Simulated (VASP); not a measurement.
Set up this calculation in VASP 6.6.1, as the native input.

| Property | Result |
| --- | --- |
| Task | single point |
| Functional | PBEsol |
| Potentials or basis | VASP PAW PBE potentials, release 64 (Mg, O) |
| Cutoff | 520 eV |
| k mesh | 9 × 9 × 6 |
| Occupations | gaussian, width 0.02 eV |
| Spin | no spin polarisation |
| Dipole correction | no |
| Further INCAR settings | ALGO = Normal; EDIFF = 1e-06; NBANDS = 16 |

The structure of MgO lies in POSCAR:

```
MgO
1.0
    3.6480760680     -0.0069030282      0.0348637786
   -1.8300162318      3.1558940786     -0.0348532030
    0.0417804122     -0.0241072978      4.3222672029
Mg O
2 2
Direct
    0.7157953864      0.3290510999      0.7394161800
    0.3290510999      0.7157953864      0.2605838200
    0.6374896765      0.3176638372      0.2634388192
    0.3176638372      0.6374896765      0.7365611808
```

This cell differs from its parent crystal: strained and its atoms moved.

The input as run:

INCAR

```
ALGO = Normal
EDIFF = 1E-6
ENCUT = 520
GGA = PS
ISIF = 2
ISMEAR = 0
LASPH = True
LCHARG = False
LREAL = False
LWAVE = False
NBANDS = 16
NELM = 60
PREC = Accurate
SIGMA = 0.02
```

KPOINTS

```
k-points
0
Gamma
  9 9 6
```

Potentials or basis: VASP PAW PBE potentials, release 64 (Mg, O).

The run is started by

```bash
$ cat potpaw_PBE.64/Mg/POTCAR potpaw_PBE.64/O/POTCAR > POTCAR
$ mpirun -np 1 vasp_std > vasp.out
```

It gave:

| Quantity | Value |
| --- | --- |
| Pressure | -8.2 GPa |
| Largest force | 1.954 eV/Å |
| Band gap on the k mesh | 2.68 eV |

Caveat: the cell differs from its parent crystal (strained and its atoms moved); the cell stands under tension; the PAW data sets were made with another functional, which shifts forces and pressure a little.

Run time: 2.4 min on 1 thread of Intel Xeon 8259CL, with other jobs on the host, peak memory 0.24 GiB.
